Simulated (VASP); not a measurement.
## Y3TaF2: single point with PBE

Crystal: Y3TaF2.

```xyz
6
Lattice="7.1807 0.0000 0.0000 -3.5904 6.2187 0.0000 0.0000 0.0000 3.5831" Properties=species:S:1:pos:R:3 pbc="T T T"
Y     2.5842    0.0000    0.0000
Y    -1.2921    2.2380    0.0000
Y     2.2982    3.9807    0.0000
Ta    0.0000    0.0000    1.7915
F     0.0000    4.1458    0.0000
F     3.5904    2.0729    0.0000
```

```json
{"Program": "VASP 6.6.1", "Task": "single point", "Functional": "PBE", "Potentials or basis": "VASP PAW PBE potentials, release 64 (Y_sv, Ta_pv, F)", "Cutoff": "520 eV", "k mesh": "6 × 6 × 10", "Occupations": "gaussian, width 0.1 eV", "Spin": "no spin polarisation"}
```

```json
{"Pressure": "-4.7 GPa", "Largest force": "0.011 eV/Å"}
```

Forces on the atoms (eV/Å):
```
Y   -0.011  0.000  0.000
Y    0.006 -0.010  0.000
Y    0.006  0.010  0.000
Ta   0.000  0.000  0.000
F    0.000  0.000  0.000
F    0.000  0.000  0.000
```

Levels at points of the mesh, in eV from the Fermi level:
| k point | band 27 | band 28 | band 29 | band 30 | band 31 | band 32 |
| --- | --- | --- | --- | --- | --- | --- |
| (0.00, 0.00, 0.00) | -1.36 | -0.50 | -0.50 | 0.88 | 0.88 | 1.69 |
| (0.50, 0.00, 0.00) | -1.22 | -0.69 | -0.53 | 0.96 | 1.05 | 1.24 |
| (0.00, 0.00, 0.50) | -0.57 | -0.24 | -0.24 | 0.03 | 0.03 | 1.31 |
| (0.50, 0.00, 0.50) | -0.36 | -0.17 | -0.11 | 0.19 | 0.80 | 1.48 |

Wall time 2.7 min on 1 thread of Intel(R) Xeon(R) 6975P-C (Granite Rapids) (shared host), peak memory 0.42 GiB.

Caveat: the cell stands under tension; spin-orbit coupling is left out, which moves the levels of the heavy elements.
